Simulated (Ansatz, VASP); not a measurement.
Be2Al: VASP beside Ansatz

```xyz
3
Lattice="3.5242 0.0000 0.0000 -1.7621 3.0521 0.0000 0.0000 0.0000 3.9070" Properties=species:S:1:pos:R:3 pbc="T T T"
Be    0.0000    2.0347    0.0000
Be    1.7621    1.0174    0.0000
Al    0.0000    0.0000    0.6670
```

Alike in both runs: task single point; functional PBE; dispersion D3(BJ); k mesh 6 × 6 × 4; occupations gaussian, width 0.1 eV; no spin polarisation.

|  | VASP | Ansatz |
| --- | --- | --- |
| version | VASP 6.6.1 | Ansatz 0.2.0 |
| potentials or method | VASP PAW PBE potentials, release 64 (Be, Al), cutoff 520 eV | scalar-relativistic, plane waves, PAW |
| valence electrons in the cell | 7 | 7 |

Ansatz gave:

```
gap on the k mesh at the Fermi level (eV)                     : none
pressure (GPa)                                                : 17.4
traceless stress, the component that is largest in VASP (GPa) : -21.87
rms of the force components (eV/Å)                            : 0.780
```

Problem. Estimate VASP's values.

Solution. gap on the k mesh at the Fermi level (eV): none; pressure (GPa): 17.5; traceless stress, the component that is largest in VASP (GPa): -21.97; rms of the force components (eV/Å): 0.782.

Atom by atom the forces differ by 0.002 eV/Å (rms over components). A gap of «none» marks a metal or a gap that the smearing closes.

The k mesh is coarse, so the values compare programs but aren't converged.
